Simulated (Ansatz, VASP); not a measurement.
**CeO2 in VASP and in Ansatz**

POSCAR

```
CeO2
1.0
    0.0000000000      2.6631514014      2.6631514014
    2.6631514014      0.0000000000      2.6631514014
    2.6631514014      2.6631514014      0.0000000000
Ce O
1 2
Direct
    0.0000000000      0.0000000000      0.0000000000
    0.2500000000      0.2500000000      0.2500000000
    0.7500000000      0.7500000000      0.7500000000
```

INCAR.step1

```
SYSTEM = CeO2
ALGO = Normal
EDIFF = 1E-4
ENCUT = 520
GGA = PE
ISMEAR = 0
LASPH = .True.
LCHARG = .False.
LREAL = .False.
LWAVE = .True.
NBANDS = 19
NELM = 100
PREC = Accurate
SIGMA = 0.01
```

Contents of INCAR.step2:

```
SYSTEM = CeO2
ALGO = Normal
EDIFF = 1E-7
ENCUT = 520
ISIF = 2
ISMEAR = 0
ISTART = 1
LASPH = .True.
LCHARG = .True.
LELF = .True.
LMIXTAU = .True.
LREAL = .False.
LVHAR = .True.
LWAVE = .False.
METAGGA = R2SCAN
NBANDS = 19
NELM = 100
PREC = Accurate
SIGMA = 0.01
```

The input KPOINTS:

```
k-points
0
Gamma
  6 6 6
  0 0 0
```

Input for Ansatz:

```yaml
crystal:
  lattice:
    - [0.0, 2.6631514014, 2.6631514014]
    - [2.6631514014, 0.0, 2.6631514014]
    - [2.6631514014, 2.6631514014, 0.0]
  atoms:
    - { symbol: Ce, position: [0.0, 0.0, 0.0] }
    - { symbol: O, position: [0.25, 0.25, 0.25] }
    - { symbol: O, position: [0.75, 0.75, 0.75] }
kpoints:
  mp_grid: { grid: [6, 6, 6] }
hamiltonian:
  xc: r2scan
scf:
  occupations: { method: fixed }
  n_extra_bands: 4
output:
  forces: true
  stress: true
  eigenvalues: true
```

Alike in both runs: task single point; functional r2SCAN; k mesh 6 × 6 × 6; no spin polarisation.

|  | VASP | Ansatz |
| --- | --- | --- |
| version | VASP 6.6.1 | Ansatz 0.2.0 |
| potentials or method | VASP PAW PBE potentials, release 64 (Ce, O) | plane waves, PAW |
| plane-wave cutoff (eV) | 520 | 500 |
| occupations | gaussian, width 0.01 eV | fixed |
| valence electrons in the cell | 24 | 24 |

|  | VASP | Ansatz | Ansatz less VASP |
| --- | --- | --- | --- |
| gap on the k mesh at the Fermi level (eV) | 2.50 | 2.54 | +0.047 |
| pressure (GPa) | 13.3 | 13.6 | +0.29 |

VASP's potentials were made for PBE, not for r2SCAN.

Spin-orbit coupling is off throughout.
